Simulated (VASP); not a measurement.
# ZnS (F-43m) in VASP: a series of runs

ZnS is run at these levels: PBE; tasks: single point, relaxation of cell and atoms.

Everything below comes from runs of VASP 6.6.1. Logs are shortened: lines on timing, memory, paths and dates and some standing lists are left out, and cuts for length are marked.

**Experimental background.**

From “Electronic, vibrational, and thermodynamic properties of ZnS (zincblende and rocksalt structure)”, 2009, arxiv:0911.5022, for a bulk crystal of ZnS at 19 K: band gap 3.85 eV (direct).

The results are compared with them further down.

## (1) The cell of the first run

Symmetry: F-43m, No. 216, cubic system. The conventional cell has a = 5.444 Å, b = 5.444 Å, c = 5.444 Å, α = 90.00°, β = 90.00°, γ = 90.00°. Zn (site symmetry -43m) has 4 S at 2.36 Å within 3.1 Å. S (site symmetry -43m) has 4 Zn at 2.36 Å within 3.1 Å.

## (2) Single point, PBE

Input file INCAR:

```
ALGO     = Normal         # electronic algorithm
EDIFF    = 1E-6           # SCF threshold, eV
ENCUT    = 520            # plane-wave cutoff, eV
GGA      = PE             # functional
ISIF     = 2              # what is computed and relaxed
ISMEAR   = -1             # smearing method
LASPH    = T              # aspherical terms in the spheres
LCHARG   = F              # write CHGCAR
LREAL    = F              # projectors in reciprocal space
LWAVE    = F              # write WAVECAR
NBANDS   = 16             # bands
NELM     = 80             # most SCF steps
PREC     = Accurate       # precision mode
SIGMA    = 0.1            # smearing width, eV
```

Input file KPOINTS:

```
k-points
0
Gamma
  6 6 6
```

Input file POSCAR:

```
ZnS
1.0
    0.0000000000      2.7218160470      2.7218160470
    2.7218160470      0.0000000000      2.7218160470
    2.7218160470      2.7218160470      0.0000000000
Zn S
1 1
Direct
    0.0000000000      0.0000000000      0.0000000000
    0.2500000000      0.2500000000      0.2500000000
```

Potentials or basis: VASP PAW PBE potentials, release 64 (Zn, S).

The run is started by

```sh
> cat potpaw_PBE.64/Zn/POTCAR potpaw_PBE.64/S/POTCAR > POTCAR
> mpirun -np 1 vasp_std > vasp.out
```

OUTCAR:

```text
EDIFF = 1E-6
   ENCUT = 520
   GGA = PE
   ISIF = 2
   ISMEAR = -1
   LASPH = T
   LREAL = F
   NELM = 80
   PREC = Accurate

 ion  position               nearest neighbor table
   1  0.000  0.000  0.000-   2 2.36   2 2.36   2 2.36   2 2.36
   2  0.250  0.250  0.250-   1 2.36   1 2.36   1 2.36   1 2.36

  LATTYP: Found a face centered cubic cell.
 ALAT       =     5.4436320940

  Lattice vectors:

 A1 = (   0.0000000000,   2.7218160470,   2.7218160470)
 A2 = (   2.7218160470,   0.0000000000,   2.7218160470)
 A3 = (   2.7218160470,   2.7218160470,   0.0000000000)

Analysis of symmetry for initial positions (statically):
=====================================================================
 Subroutine PRICEL returns:
 Original cell was already a primitive cell.

 Routine SETGRP: Setting up the symmetry group for a
 face centered cubic supercell.

 Subroutine GETGRP returns: Found 24 space group operations
 (whereof 24 operations were pure point group operations)
 out of a pool of 48 trial point group operations.

The static configuration has the point symmetry T_d .

Analysis of symmetry for dynamics (positions and initial velocities):
=====================================================================
 Subroutine PRICEL returns:
 Original cell was already a primitive cell.

 Routine SETGRP: Setting up the symmetry group for a
 face centered cubic supercell.

 Subroutine GETGRP returns: Found 24 space group operations
 (whereof 24 operations were pure point group operations)
 out of a pool of 48 trial point group operations.

The dynamic configuration has the point symmetry T_d .

 Subroutine INISYM returns: Found 24 space group operations
 (whereof 24 operations are pure point group operations),
 and found     1 'primitive' translations

----------------------------------------------------------------------------------------

                                     Primitive cell

  volume of cell :      40.3280

  direct lattice vectors                    reciprocal lattice vectors
     0.000000000  2.721816047  2.721816047    -0.183700879  0.183700879  0.183700879
     2.721816047  0.000000000  2.721816047     0.183700879 -0.183700879  0.183700879
     2.721816047  2.721816047  0.000000000     0.183700879  0.183700879 -0.183700879

  length of vectors
     3.849229168  3.849229168  3.849229168     0.318179256  0.318179256  0.318179256

  position of ions in fractional coordinates (direct lattice)
     0.000000000  0.000000000  0.000000000
     0.250000000  0.250000000  0.250000000

  ion indices of the primitive-cell ions
   primitive index   ion index
                 1           1
                 2           2

----------------------------------------------------------------------------------------

 KPOINTS: k-points

Automatic generation of k-mesh.
 Grid dimensions read from file:
 generate k-points for:    6    6    6

 Generating k-lattice:

  Cartesian coordinates                     Fractional coordinates (reciprocal lattice)
    -0.030616813  0.030616813  0.030616813     0.166666667  0.000000000  0.000000000
     0.030616813 -0.030616813  0.030616813     0.000000000  0.166666667  0.000000000
     0.030616813  0.030616813 -0.030616813     0.000000000  0.000000000  0.166666667

  Length of vectors
     0.053029876  0.053029876  0.053029876

  Shift w.r.t. Gamma in fractional coordinates (k-lattice)
     0.000000000  0.000000000  0.000000000

 Subroutine IBZKPT returns following result:
 ===========================================

 Found     16 irreducible k-points:

 Following reciprocal coordinates:
            Coordinates               Weight
  0.000000  0.000000  0.000000      1.000000
  0.166667  0.000000  0.000000      8.000000
  0.333333  0.000000  0.000000      8.000000
  0.500000  0.000000  0.000000      4.000000
  0.166667  0.166667  0.000000      6.000000
  0.333333  0.166667  0.000000     24.000000
[... 8 lines left out ...]
 -0.333333  0.333333  0.166667     24.000000
 -0.333333  0.500000  0.166667     12.000000
   k-points           NKPTS =     16   k-points in BZ     NKDIM =     16   number of bands    NBANDS=     16
   number of dos      NEDOS =    301   number of ions     NIONS =      2
   total plane-waves  NPLWV =  27000
   dimension x,y,z NGX =    30 NGY =   30 NGZ =   30
   dimension x,y,z NGXF=    60 NGYF=   60 NGZF=   60
   ions per type =               1   1
   NGX,Y,Z   is equivalent  to a cutoff of  12.96, 12.96, 12.96 a.u.
   NGXF,Y,Z  is equivalent  to a cutoff of  25.91, 25.91, 25.91 a.u.
 SYSTEM =  unknown system
   PREC   = accura    normal or accurate (medium, high low for compatibility)
   ISTART =      0    job   : 0-new  1-cont  2-samecut
   ICHARG =      2    charge: 1-file 2-atom 10-const
   ISPIN  =      1    spin polarized calculation?
   LNONCOLLINEAR =      F non collinear calculations
   LSORBIT =      F    spin-orbit coupling
   LASPH  =      T    aspherical Exc in radial PAW
   ENCUT  =  520.0 eV  38.22 Ry    6.18 a.u.   7.16  7.16  7.16*2*pi/ulx,y,z
   NELM   =     80;   NELMIN=  2; NELMDL= -5     # of ELM steps
   EDIFF  = 0.1E-05   stopping-criterion for ELM
   LREAL  =      F    real-space projection
   EDIFFG = 0.1E-04   stopping-criterion for IOM
   NSW    =      0    number of steps for IOM
   IBRION =     -1    ionic relax: 0-MD 1-quasi-New 2-CG
   NFREE  =      0    steps in history (QN), initial steepest desc. (CG)
   ISIF   =      2    stress and relaxation
   ISYM   =      2    0-nonsym 1-usesym 2-fastsym
   POTIM  = 0.5000    time-step for ionic-motion
   TEBEG  =    0.0;   TEEND  =   0.0 temperature during run
   PSTRESS=    0.0 pullay stress
   NELECT =      18.0000    total number of electrons
   NUPDOWN=      -1.0000    fix difference up-down
   EMIN   =  10.00;   EMAX   =-10.00  energy-range for DOS
   EFERMI =   0.00;   METHOD = LEGACY
   ISMEAR =    -1;   SIGMA  =   0.10  broadening in eV -4-tet -1-fermi 0-gaus
   EFERMI_NEDOS =   21; number of points for ismear=-14 and -15
   IALGO  =     38    algorithm
   IMIX   =      4    mixing-type and parameters
     AMIX     =   0.40;   BMIX     =  1.00
     AMIX_MAG =   1.60;   BMIX_MAG =  1.00
  volume/ion in A,a.u.               =      20.16       136.07
  Fermi-wavevector in a.u.,A,eV,Ry     =   1.251114  2.364263 21.297014  1.565286
  Thomas-Fermi vector in A             =   2.385077
   LORBIT       =      0    0 simple, 1 ext, 2 COOP (PROOUT), +10 PAW based schemes
   GGA     = PE    functional components
   LHFCALC =     F    Hartree Fock is set to
   AEXX    =    0.0000 exact exchange contribution
   IVDW    =     0    specifies the selected vdW correction
   LEPSILON=     F    determine dielectric tensor
   LRPA    =     F    only Hartree local field effects (RPA)
 non-spin polarized calculation
  energy-cutoff  :      520.00
  volume of cell :       40.33
 maximum number of plane-waves:      1106
 NGX is ok and might be reduce to    30
   NGX = 15   NGY = 15   NGZ = 15

 number of electron      18.0000008 magnetization

 Free energy of the ion-electron system (eV)
  ---------------------------------------------------
  ext. energy  EPLUGINS =         0.00000000
  ---------------------------------------------------
  free energy    TOTEN  =        -6.84957063 eV

  energy without entropy =       -6.84956866  energy(sigma->0) =       -6.84956964

 E-fermi :   2.9954     XC(G=0):  -9.5265

 val. band max:        1.9075953307   @ k =   0.0000   0.0000   0.0000
 cond. band min:       3.9249794534   @ k =   0.0000   0.0000   0.0000
 fundamental gap:      2.0173841226
 Fermi energy:         2.9953563880

 k-point     1 :       0.0000    0.0000    0.0000
  band No.  band energies     occupation
      1     -11.0822      2.00000
      2      -4.3492      2.00000
      3      -4.3492      2.00000
      4      -4.3492      2.00000
      5      -3.8770      2.00000
      6      -3.8770      2.00000
[... 8 lines left out ...]
     15      13.6432      0.00000
     16      13.6539      0.00000

 k-point     2 :       0.1667    0.0000    0.0000
  band No.  band energies     occupation
      1     -10.8875      2.00000
      2      -4.3389      2.00000
      3      -4.3156      2.00000
      4      -4.3156      2.00000
      5      -3.8787      2.00000
      6      -3.8787      2.00000
[... 8 lines left out ...]
     15      12.8692      0.00000
     16      14.5219      0.00000

 k-point     3 :       0.3333    0.0000    0.0000
  band No.  band energies     occupation
      1     -10.4477      2.00000
      2      -4.2595      2.00000
      3      -4.2595      2.00000
      4      -4.1778      2.00000
      5      -3.8657      2.00000
      6      -3.8657      2.00000
[... 8 lines left out ...]
     15      13.4600      0.00000
     16      13.7095      0.00000

 k-point     4 :       0.5000    0.0000    0.0000
  band No.  band energies     occupation
      1     -10.1946      2.00000
      2      -4.2394      2.00000
      3      -4.2394      2.00000
      4      -3.8484      2.00000
      5      -3.8484      2.00000
      6      -3.6814      2.00000
[... 8 lines left out ...]
     15      15.2573      0.00000
     16      15.2573      0.00000

 k-point     5 :       0.1667    0.1667    0.0000
  band No.  band energies     occupation
      1     -10.8225      2.00000
      2      -4.3751      2.00000
      3      -4.2837      2.00000
      4      -4.2837      2.00000
      5      -3.9018      2.00000
      6      -3.8592      2.00000
[... 8 lines left out ...]
     15      13.9956      0.00000
     16      15.7507      0.00000

 k-point     6 :       0.3333    0.1667    0.0000
  band No.  band energies     occupation
      1     -10.4605      2.00000
      2      -4.3285      2.00000
      3      -4.2165      2.00000
      4      -4.1998      2.00000
      5      -3.8940      2.00000
      6      -3.8438      2.00000
[... 8 lines left out ...]
     15      14.4217      0.00000
     16      15.8214      0.00000

 k-point     7 :       0.5000    0.1667    0.0000
  band No.  band energies     occupation
      1     -10.1281      2.00000
      2      -4.2435      2.00000
      3      -4.1877      2.00000
      4      -3.9619      2.00000
      5      -3.8432      2.00000
      6      -3.7205      2.00000
[... 8 lines left out ...]
     15      15.2974      0.00000
     16      15.8365      0.00000

 k-point     8 :      -0.3333    0.1667    0.0000
  band No.  band energies     occupation
      1     -10.2130      2.00000
      2      -4.2336      2.00000
      3      -4.2106      2.00000
      4      -4.0180      2.00000
      5      -3.8792      2.00000
      6      -3.8132      2.00000
[... 8 lines left out ...]
     15      14.8480      0.00000
     16      15.9629      0.00000

 k-point     9 :      -0.1667    0.1667    0.0000
  band No.  band energies     occupation
      1     -10.6075      2.00000
      2      -4.2978      2.00000
      3      -4.2739      2.00000
      4      -4.2562      2.00000
      5      -3.8963      2.00000
      6      -3.8539      2.00000
[... 8 lines left out ...]
     15      13.8281      0.00000
     16      16.1542      0.00000

 k-point    10 :       0.3333    0.3333    0.0000
  band No.  band energies     occupation
      1     -10.2350      2.00000
      2      -4.3800      2.00000
      3      -4.1239      2.00000
      4      -4.1239      2.00000
      5      -3.8843      2.00000
      6      -3.8237      2.00000
[... 8 lines left out ...]
     15      14.9166      0.00000
     16      18.8521      0.00000

 k-point    11 :       0.5000    0.3333    0.0000
  band No.  band energies     occupation
      1      -9.9796      2.00000
      2      -4.3014      2.00000
      3      -4.0782      2.00000
      4      -4.0391      2.00000
      5      -3.8246      2.00000
      6      -3.6992      2.00000
[... 8 lines left out ...]
     15      15.4921      0.00000
     16      16.6522      0.00000

 k-point    12 :      -0.3333    0.3333    0.0000
  band No.  band energies     occupation
      1      -9.9714      2.00000
      2      -4.2394      2.00000
      3      -4.1187      2.00000
      4      -3.9313      2.00000
      5      -3.8626      2.00000
      6      -3.6049      2.00000
[... 8 lines left out ...]
     15      13.5684      0.00000
     16      18.2597      0.00000

 k-point    13 :       0.5000    0.5000    0.0000
  band No.  band energies     occupation
      1      -9.8965      2.00000
      2      -4.3569      2.00000
      3      -4.0236      2.00000
      4      -4.0236      2.00000
      5      -3.8060      2.00000
      6      -3.6684      2.00000
[... 8 lines left out ...]
     15      15.5918      0.00000
     16      16.3731      0.00000

 k-point    14 :       0.5000    0.3333    0.1667
  band No.  band energies     occupation
      1     -10.1434      2.00000
      2      -4.2525      2.00000
      3      -4.1770      2.00000
      4      -4.0618      2.00000
      5      -3.8542      2.00000
      6      -3.8025      2.00000
[... 8 lines left out ...]
     15      15.7458      0.00000
     16      16.3661      0.00000

 k-point    15 :      -0.3333    0.3333    0.1667
  band No.  band energies     occupation
      1      -9.9713      2.00000
      2      -4.2178      2.00000
      3      -4.1380      2.00000
      4      -3.9250      2.00000
      5      -3.8847      2.00000
      6      -3.5771      2.00000
[... 8 lines left out ...]
     15      15.5389      0.00000
     16      16.2249      0.00000

 k-point    16 :      -0.3333    0.5000    0.1667
  band No.  band energies     occupation
      1      -9.8923      2.00000
      2      -4.2516      2.00000
      3      -4.0705      2.00000
      4      -3.9845      2.00000
      5      -3.8546      2.00000
      6      -3.5403      2.00000
[... 8 lines left out ...]
     15      15.7378      0.00000
     16      16.6463      0.00000

------------------------ aborting loop because EDIFF is reached ----------------------------------------

  FORCE on cell =-STRESS in cart. coord.  units (eV):
  Direction    XX          YY          ZZ          XY          YZ          ZX
  --------------------------------------------------------------------------------------
  -------------------------------------------------------------------------------------
  Total        0.0401054      0.0401054      0.0401054      0.0000000      0.0000000     -0.0000000
  in kB        1.5933363      1.5933363      1.5933363      0.0000000      0.0000000     -0.0000000
  external PRESSURE =       1.5933363 kB  Pullay stress =       0.0000000 kB

 VOLUME and BASIS-vectors are now :
 -----------------------------------------------------------------------------
  energy-cutoff  :      520.00
  volume of cell :       40.33
      direct lattice vectors                 reciprocal lattice vectors
     0.000000000  2.721816047  2.721816047    -0.183700879  0.183700879  0.183700879
     2.721816047  0.000000000  2.721816047     0.183700879 -0.183700879  0.183700879
     2.721816047  2.721816047  0.000000000     0.183700879  0.183700879 -0.183700879

 POSITION                                       TOTAL-FORCE (eV/Angst)
 -----------------------------------------------------------------------------------
      0.00000      0.00000      0.00000         0.000000      0.000000      0.000000
      1.36091      1.36091      1.36091        -0.000000     -0.000000     -0.000000
 -----------------------------------------------------------------------------------
    total drift:                               -0.000000     -0.000000     -0.000000

  FREE ENERGIE OF THE ION-ELECTRON SYSTEM (eV)
  ---------------------------------------------------
  free  energy   TOTEN  =        -6.8495706290 eV

  energy  without entropy=       -6.8495686566  energy(sigma->0) =       -6.84956964
```

Run time: 11 s. Hardware: 1 thread of Intel Xeon Platinum 8259CL at 2.50GHz (Skylake/Cascade Lake), shared host; peak memory 0.16 GiB.

Results:

```yaml
Free_energy: -6.8496 eV
Pressure: 0.2 GPa
Band_gap_on_the_k_mesh: 2.02 eV, direct
```

Levels at points of the mesh, in eV from the valence-band top:
```tsv
k point	band 6	band 7	band 8	band 9	band 10	band 11	band 12	band 13
(0.00, 0.00, 0.00)	-5.78	0.00	0.00	0.00	2.02	6.41	6.41	6.41
(0.50, 0.00, 0.00)	-5.59	-5.15	-0.83	-0.83	3.27	6.94	6.94	8.79
(0.50, 0.50, 0.00)	-5.58	-4.47	-2.14	-2.14	3.45	4.07	10.83	11.82
```

## (3) Single point, PBE

Input file INCAR:

```
SYSTEM = ZnS
PREC     = Accurate       ! precision mode
ENCUT    = 520            ! plane-wave cutoff, eV
EDIFF    = 1E-7           ! SCF threshold, eV
ISMEAR   = 1              ! smearing method
SIGMA    = 0.05           ! smearing width, eV
LREAL    = .False.        ! projectors in reciprocal space
LASPH    = .True.         ! aspherical terms in the spheres
NELM     = 100            ! most SCF steps
ALGO     = Normal         ! electronic algorithm
ISIF     = 2              ! what is computed and relaxed
LWAVE    = .False.        ! write WAVECAR
LCHARG   = .False.        ! write CHGCAR
GGA      = PE             ! functional
NBANDS   = 16             ! bands
```

Input file KPOINTS:

```
regular mesh
0
Gamma
  6 6 6
  0 0 0
```

Input file POSCAR:

```
ZnS
1.0
    0.0000000000      2.7218158764      2.7218158764
    2.7218158764      0.0000000000      2.7218158764
    2.7218158764      2.7218158764      0.0000000000
Zn S
1 1
Direct
    0.0000000000      0.0000000000      0.0000000000
    0.2500000000      0.2500000000      0.2500000000
```

Potentials or basis: VASP PAW PBE potentials, release 64 (Zn, S).

The run is started by

```sh
> cat potpaw_PBE.64/Zn/POTCAR potpaw_PBE.64/S/POTCAR > POTCAR
> mpirun -np 1 vasp_std > vasp.out
```

It took 12 s on 1 thread of Intel Xeon Platinum 8259CL at 2.50GHz (Skylake/Cascade Lake), shared host; peak memory 0.16 GiB.

Results (log left out):

| Quantity | Value |
| --- | --- |
| Free energy | -6.8495 eV |
| Pressure | 0.2 GPa |
| Band gap on the k mesh | 2.02 eV, direct |

Levels at points of the mesh, in eV from the valence-band top:
```csv
k point,band 7,band 8,band 9,band 10,band 11,band 12
"(0.00, 0.00, 0.00)",0.00,0.00,0.00,2.02,6.41,6.41
"(0.50, 0.00, 0.00)",-5.15,-0.83,-0.83,3.27,6.94,6.94
"(0.50, 0.50, 0.00)",-4.47,-2.14,-2.14,3.45,4.07,10.83
```

## (4) Single point, PBE

Input file INCAR:

```
PREC     = Accurate       # precision mode
ENCUT    = 520            # plane-wave cutoff, eV
EDIFF    = 1E-6           # SCF threshold, eV
ISMEAR   = -1             # smearing method
SIGMA    = 0.1            # smearing width, eV
LREAL    = F              # projectors in reciprocal space
LASPH    = T              # aspherical terms in the spheres
NELM     = 60             # most SCF steps
ALGO     = Normal         # electronic algorithm
ISIF     = 2              # what is computed and relaxed
LWAVE    = F              # write WAVECAR
LCHARG   = T              # write CHGCAR
GGA      = PE             # functional
LELF     = T              # ELF
LVHAR    = T            
NBANDS   = 16             # bands
```

Input file KPOINTS:

```
Automatic mesh
0
Gamma
  6 6 6
```

Input file POSCAR:

```
ZnS
1.0
    0.0000000000      2.7218099585      2.7218099585
    2.7218099585      0.0000000000      2.7218099585
    2.7218099585      2.7218099585      0.0000000000
Zn S
1 1
Direct
    0.0000000000      0.0000000000      0.0000000000
    0.2500000000      0.2500000000      0.2500000000
```

The run is started by

```sh
> cat potpaw_PBE.64/Zn/POTCAR potpaw_PBE.64/S/POTCAR > POTCAR
> mpirun -np 1 vasp_std > vasp.out
```

It took 12 s on 1 thread of Intel Xeon Platinum 8259CL at 2.50GHz (Skylake/Cascade Lake), shared host; peak memory 0.16 GiB.

It converged, with:

```
Free energy            : -6.8496 eV
Pressure               : 0.2 GPa
Band gap on the k mesh : 2.02 eV, direct
```

Levels at points of the mesh, in eV from the valence-band top:
| k point | band 7 | band 8 | band 9 | band 10 | band 11 | band 12 |
| --- | --- | --- | --- | --- | --- | --- |
| (0.00, 0.00, 0.00) | 0.00 | 0.00 | 0.00 | 2.02 | 6.41 | 6.41 |
| (0.50, 0.00, 0.00) | -5.15 | -0.83 | -0.83 | 3.27 | 6.94 | 6.94 |
| (0.50, 0.50, 0.00) | -4.47 | -2.14 | -2.14 | 3.45 | 4.07 | 10.83 |

(Continued in part 2 of 2.)
